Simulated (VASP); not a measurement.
A run of VASP 6.6.1 is set up as follows.

Contents of INCAR:

```
SYSTEM = LiMg2
  ALGO = Normal
  EDIFF = 1E-8
  ENCUT = 520
  GGA = CA
  ISIF = 2
  ISMEAR = -1
  LASPH = .TRUE.
  LCHARG = .FALSE.
  LEFG = .TRUE.
  LREAL = .FALSE.
  LWAVE = .FALSE.
  NBANDS = 10
  NELM = 80
  PREC = Accurate
  SIGMA = 0.05
```

File KPOINTS:

```
k-points
0
G
  11 11 11
  0 0 0
```

File POSCAR:

```
LiMg2
1.0
    4.0009939698     -1.2724036673      0.0000000000
    4.0009939698      1.2724036673      0.0000000000
   -0.8089907092      0.0000000000      2.4214055083
Li Mg
1 2
Direct
    0.5000000000      0.5000000000      0.5000000000
    0.8413175900      0.8413175900      0.8411383200
    0.1586824100      0.1586824100      0.1588616800
```

Potentials or basis: VASP PAW LDA potentials, release 64 (Li_sv, Mg).

Command:

```sh
$ cat potpaw_LDA.64/Li_sv/POTCAR potpaw_LDA.64/Mg/POTCAR > POTCAR
$ mpirun -np 1 vasp_std > vasp.out
```

Question: Estimate the band gap on the k mesh.

Answer: Zero (an odd number of electrons rules out a gap without spin polarisation).

Question: Predict the largest force.

Answer: 2.055 eV/Å.

Electric field gradients, principal values (V/Å²):
| atom | least | middle | greatest (by size) |
| --- | --- | --- | --- |
| 1 Li | 0.104 | 0.180 | -0.285 |
| 2 Mg | -1.642 | -2.086 | 3.728 |
| 3 Mg | -1.642 | -2.086 | 3.728 |

Caveat: without QUAD_EFG the Cq values of the log hold for a quadrupole moment of 1 mb, not for the nuclei; forces of over 1 eV/Å act on the atoms, so gaps and moduli don't describe the material at rest.
